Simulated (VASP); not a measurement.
# GaAs (F-43m) in VASP: notebook, part 2 of 2

VASP 6.6.1. Earlier steps stand in the parts before.

**4. Single point, PBE-based global hybrid with 35 % exact exchange**

POSCAR

```
GaAs
1.0
    0.0000000000      2.8330831910      2.8330831910
    2.8330831910      0.0000000000      2.8330831910
    2.8330831910      2.8330831910      0.0000000000
Ga As
1 1
Direct
    0.0000000000      0.0000000000      0.0000000000
    0.2500000000      0.2500000000      0.2500000000
```

INCAR.step1

```
PREC = Accurate ; ENCUT = 520
EDIFF = 1E-5 ; ISMEAR = 0
SIGMA = 0.01 ; LREAL = F
LASPH = T ; NELM = 80
ALGO = Normal ; ISIF = 2
LWAVE = T ; LCHARG = F
NBANDS = 16 ; GGA = PE
```

INCAR.step2

```
PREC = Accurate ; ENCUT = 520
EDIFF = 1E-6 ; ISMEAR = 0
SIGMA = 0.01 ; LREAL = F
LASPH = T ; NELM = 80
ALGO = Normal ; ISIF = 2
LWAVE = F ; LCHARG = F
GGA = PE ; LHFCALC = T
AEXX = 0.35 ; PRECFOCK = Normal
NBANDS = 16 ; ISTART = 1
```

KPOINTS

```
regular mesh
0
Gamma
  4 4 4
```

Potentials or basis: VASP PAW PBE potentials, release 64 (Ga_d, As).

Command:

```console
$ cat potpaw_PBE.64/Ga_d/POTCAR potpaw_PBE.64/As/POTCAR > POTCAR
$ cp INCAR.step1 INCAR
$ mpirun -np 1 vasp_std > vasp.out
$ cp INCAR.step2 INCAR
$ mpirun -np 1 vasp_std > vasp.out
```

OUTCAR:

```text
PREC = Accurate
   ENCUT = 520
   EDIFF = 1E-6
   ISMEAR = 0
   LREAL = F
   LASPH = T
   NELM = 80
   ISIF = 2
   GGA = PE
   LHFCALC = T
   AEXX = 0.35
   PRECFOCK = Normal
   ISTART = 1

 ion  position               nearest neighbor table
   1  0.000  0.000  0.000-   2 2.45   2 2.45   2 2.45   2 2.45
   2  0.250  0.250  0.250-   1 2.45   1 2.45   1 2.45   1 2.45

  LATTYP: Found a face centered cubic cell.
 ALAT       =     5.6661663820

  Lattice vectors:

 A1 = (   0.0000000000,   2.8330831910,   2.8330831910)
 A2 = (   2.8330831910,   0.0000000000,   2.8330831910)
 A3 = (   2.8330831910,   2.8330831910,   0.0000000000)

Analysis of symmetry for initial positions (statically):
=====================================================================
 Subroutine PRICEL returns:
 Original cell was already a primitive cell.

 Routine SETGRP: Setting up the symmetry group for a
 face centered cubic supercell.

 Subroutine GETGRP returns: Found 24 space group operations
 (whereof 24 operations were pure point group operations)
 out of a pool of 48 trial point group operations.

The static configuration has the point symmetry T_d .

[... 149 lines left out ...]

  energy without entropy =      -11.70390653  energy(sigma->0) =      -11.70390653

 E-fermi :   2.7816     XC(G=0):  -6.7469

 val. band max:        2.7371217689   @ k =   0.0000   0.0000   0.0000
 cond. band min:       5.5679475895   @ k =   0.0000   0.0000   0.0000
 fundamental gap:      2.8308258206
 Fermi energy:         2.7816392336

 k-point     1 :       0.0000    0.0000    0.0000
  band No.  band energies     occupation
      1     -15.7091      2.00000
      2     -15.7091      2.00000
      3     -15.7091      2.00000
      4     -15.6281      2.00000
      5     -15.6281      2.00000
      6     -11.7059      2.00000
[... 129 lines left out ...]
      3     -15.6698      2.00000
      4     -15.6381      2.00000
      5     -15.6250      2.00000
      6      -8.8259      2.00000
[... 8 lines left out ...]
     15      17.7470      0.00000
     16      18.7500      0.00000

------------------------ aborting loop because EDIFF is reached ----------------------------------------

  FORCE on cell =-STRESS in cart. coord.  units (eV):
  Direction    XX          YY          ZZ          XY          YZ          ZX
  --------------------------------------------------------------------------------------
  -------------------------------------------------------------------------------------
  Total       -0.1541353     -0.1541353     -0.1541353      0.0000000      0.0000000     -0.0000000
  in kB       -5.4300606     -5.4300606     -5.4300606      0.0000000      0.0000000     -0.0000000
  external PRESSURE =      -5.4300606 kB  Pullay stress =       0.0000000 kB

 VOLUME and BASIS-vectors are now :
 -----------------------------------------------------------------------------
  energy-cutoff  :      520.00
  volume of cell :       45.48
      direct lattice vectors                 reciprocal lattice vectors
     0.000000000  2.833083191  2.833083191    -0.176486169  0.176486169  0.176486169
     2.833083191  0.000000000  2.833083191     0.176486169 -0.176486169  0.176486169
     2.833083191  2.833083191  0.000000000     0.176486169  0.176486169 -0.176486169

 POSITION                                       TOTAL-FORCE (eV/Angst)
 -----------------------------------------------------------------------------------
      0.00000      0.00000      0.00000         0.000000     -0.000000     -0.000000
      1.41654      1.41654      1.41654        -0.000000      0.000000      0.000000
 -----------------------------------------------------------------------------------
    total drift:                               -0.000044     -0.000054     -0.000036

  FREE ENERGIE OF THE ION-ELECTRON SYSTEM (eV)
  ---------------------------------------------------
  free  energy   TOTEN  =       -11.7039065254 eV

  energy  without entropy=      -11.7039065254  energy(sigma->0) =      -11.70390653
```

OSZICAR.step1:

```text
N       E                     dE             d eps       ncg     rms          rms(c)
DAV:   1     0.815986226891E+02    0.81599E+02   -0.84629E+03   256   0.149E+03
DAV:   2    -0.197545971237E+01   -0.83574E+02   -0.79717E+02   304   0.297E+02
DAV:   3    -0.815843292280E+01   -0.61830E+01   -0.61650E+01   296   0.641E+01
DAV:   4    -0.826211393161E+01   -0.10368E+00   -0.10365E+00   328   0.935E+00
DAV:   5    -0.826368126071E+01   -0.15673E-02   -0.15673E-02   296   0.101E+00    0.295E+00
DAV:   6    -0.809969086158E+01    0.16399E+00   -0.23704E-01   384   0.824E+00    0.178E+00
DAV:   7    -0.807739868017E+01    0.22292E-01   -0.75186E-02   344   0.190E+00    0.586E-01
DAV:   8    -0.807894189471E+01   -0.15432E-02   -0.12641E-02   296   0.126E+00    0.118E-01
DAV:   9    -0.807949515516E+01   -0.55326E-03   -0.11833E-03   304   0.415E-01    0.535E-02
DAV:  10    -0.807959067103E+01   -0.95516E-04   -0.95727E-05   320   0.977E-02    0.300E-02
DAV:  11    -0.807965892264E+01   -0.68252E-04   -0.94183E-05   288   0.733E-02    0.344E-03
DAV:  12    -0.807965913491E+01   -0.21227E-06   -0.14956E-06   248   0.163E-02
   1 F= -.80796591E+01 E0= -.80796591E+01  d E =-.641003E-16
```

It took 12 min on 1 thread of AMD EPYC 7R13 (Zen 3), shared host; peak memory 0.16 GiB.

Results:

| Quantity | Value |
| --- | --- |
| Free energy | -11.7039 eV |
| Pressure | -0.5 GPa |
| Band gap on the k mesh | 2.83 eV |

Levels at points of the mesh, in eV from the valence-band top:
```csv
k point,band 7,band 8,band 9,band 10,band 11,band 12
"(0.00, 0.00, 0.00)",0.00,0.00,0.00,2.83,5.94,5.94
"(0.50, 0.00, 0.00)",-7.44,-1.26,-1.26,3.14,6.87,6.87
"(0.50, 0.50, 0.00)",-7.61,-2.99,-2.99,3.38,3.68,13.11
```

Caveat: the k points lie up to 0.48 Å⁻¹ apart; the PAW data sets were made with another functional, which shifts forces and pressure a little. A k mesh can miss the band edges.

**5. Single point, PBE-based screened hybrid with 10 % exact exchange**

POSCAR is that of step 4.

INCAR.step1

```
SYSTEM = GaAs
PREC = Accurate
ENCUT = 520
EDIFF = 1E-5
ISMEAR = 0
SIGMA = 0.01
LREAL = .FALSE.
LASPH = .TRUE.
NELM = 60
ALGO = Normal
ISIF = 2
LWAVE = .TRUE.
GGA = PE
NBANDS = 16
```

INCAR.step2

```
SYSTEM = GaAs
PREC = Accurate
ENCUT = 520
EDIFF = 1E-7
ISMEAR = 0
SIGMA = 0.01
LREAL = .FALSE.
LASPH = .TRUE.
NELM = 60
ALGO = Normal
ISIF = 2
LWAVE = .FALSE.
LCHARG = .TRUE.
GGA = PE
LHFCALC = .TRUE.
AEXX = 0.1
HFSCREEN = 0.3
PRECFOCK = Normal
LELF = .TRUE.
LVHAR = .TRUE.
ISTART = 1
NBANDS = 16
```

KPOINTS

```
Automatic mesh
0
G
  4 4 4
  0 0 0
```

Command:

```console
$ cat potpaw_PBE.64/Ga_d/POTCAR potpaw_PBE.64/As/POTCAR > POTCAR
$ cp INCAR.step1 INCAR
$ mpirun -np 1 vasp_std > vasp.out
$ cp INCAR.step2 INCAR
$ mpirun -np 1 vasp_std > vasp.out
```

Wall time 8.3 min (1 thread of AMD EPYC 7R13 (Zen 3), shared host); peak memory 0.25 GiB.

Results (log left out):

```yaml
Free_energy: -8.5909 eV
Pressure: 2.4 GPa
Band_gap_on_the_k_mesh: 0.76 eV
```

Levels at points of the mesh, in eV from the valence-band top:
| k point | band 6 | band 7 | band 8 | band 9 | band 10 | band 11 | band 12 | band 13 |
| --- | --- | --- | --- | --- | --- | --- | --- | --- |
| (0.00, 0.00, 0.00) | -13.12 | 0.00 | 0.00 | 0.00 | 0.76 | 3.95 | 3.95 | 3.95 |
| (0.50, 0.00, 0.00) | -11.32 | -6.80 | -1.16 | -1.16 | 1.21 | 4.86 | 4.86 | 8.02 |
| (0.50, 0.50, 0.00) | -10.55 | -6.99 | -2.74 | -2.74 | 1.64 | 1.85 | 10.54 | 10.54 |

Caveat: the k points lie up to 0.48 Å⁻¹ apart; the PAW data sets were made with another functional, which shifts forces and pressure a little.

**6. Single point, HSE06**

POSCAR is that of step 5.

INCAR.step1

```
ALGO     = Normal         # electronic algorithm
EDIFF    = 1E-5           # SCF threshold, eV
ENCUT    = 520            # plane-wave cutoff, eV
GGA      = PE             # functional
ISIF     = 2              # what is computed and relaxed
ISMEAR   = 0              # smearing method
LASPH    = T              # aspherical terms in the spheres
LCHARG   = F              # write CHGCAR
LREAL    = F              # projectors in reciprocal space
LWAVE    = T              # write WAVECAR
NBANDS   = 16             # bands
NELM     = 60             # most SCF steps
PREC     = Accurate       # precision mode
SIGMA    = 0.5            # smearing width, eV
```

INCAR.step2

```
ALGO     = Normal         # electronic algorithm
EDIFF    = 1E-7           # SCF threshold, eV
ENCUT    = 520            # plane-wave cutoff, eV
GGA      = PE             # functional
HFSCREEN = 0.2079         # screening, 1/A
ISIF     = 2              # what is computed and relaxed
ISMEAR   = 0              # smearing method
ISTART   = 1            
LASPH    = T              # aspherical terms in the spheres
LCHARG   = F              # write CHGCAR
LHFCALC  = T              # exact exchange
LREAL    = F              # projectors in reciprocal space
LWAVE    = F              # write WAVECAR
NBANDS   = 16             # bands
NELM     = 60             # most SCF steps
PREC     = Accurate       # precision mode
PRECFOCK = Normal       
SIGMA    = 0.5            # smearing width, eV
```

KPOINTS

```
k-points
0
Gamma
  4 4 4
```

Potentials or basis: VASP PAW PBE potentials, release 64 (Ga_d, As).

Command:

```console
$ cat potpaw_PBE.64/Ga_d/POTCAR potpaw_PBE.64/As/POTCAR > POTCAR
$ cp INCAR.step1 INCAR
$ mpirun -np 1 vasp_std > vasp.out
$ cp INCAR.step2 INCAR
$ mpirun -np 1 vasp_std > vasp.out
```

Run time: 11 min. Hardware: 1 thread of AMD EPYC 7R13 (Zen 3), shared host; peak memory 0.25 GiB.

The run converged. Its results:

```
Free energy            : -9.7142 eV
Pressure               : 0.8 GPa
Band gap on the k mesh : 1.41 eV
```

Levels at points of the mesh, in eV from the valence-band top:
| k point | band 6 | band 7 | band 8 | band 9 | band 10 | band 11 | band 12 | band 13 |
| --- | --- | --- | --- | --- | --- | --- | --- | --- |
| (0.00, 0.00, 0.00) | -13.88 | 0.00 | 0.00 | 0.00 | 1.41 | 4.55 | 4.55 | 4.55 |
| (0.50, 0.00, 0.00) | -11.98 | -7.15 | -1.22 | -1.22 | 1.78 | 5.46 | 5.46 | 8.66 |
| (0.50, 0.50, 0.00) | -11.17 | -7.33 | -2.87 | -2.87 | 2.10 | 2.36 | 11.47 | 11.47 |

Caveat: the k points lie up to 0.48 Å⁻¹ apart; the PAW data sets were made with another functional, which shifts forces and pressure a little. A k mesh can miss the band edges.

**7. Overview**

```tsv
level	smearing	share of exact exchange	screening parameter	gap on the mesh (eV)	pressure (GPa)
r2SCAN50	gaussian 0.01 eV	0.5	-	3.87	-2.6
PBE-based global hybrid with 10 % exact exchange	gaussian 0.01 eV	0.1	-	1.11	2.1
PBE-based global hybrid with 35 % exact exchange	gaussian 0.01 eV	0.35	-	2.83	-0.5
PBE-based screened hybrid with 10 % exact exchange	gaussian 0.01 eV	0.1	0.3 1/Å	0.76	2.4
HSE06	gaussian 0.5 eV	0.25	0.2079 1/Å	1.41	0.8
```

Alike in all rows: task single point; potentials or basis VASP PAW PBE potentials, release 64 (Ga_d, As); no spin polarisation; cell as given; k mesh 4 × 4 × 4; cutoff (eV) 520.

Caveats: all runs use coarse meshes; the PAW data sets were made with another functional, which shifts forces and pressure a little.

Total energies depend on the potentials used, so only differences within one code and one set of settings carry meaning.
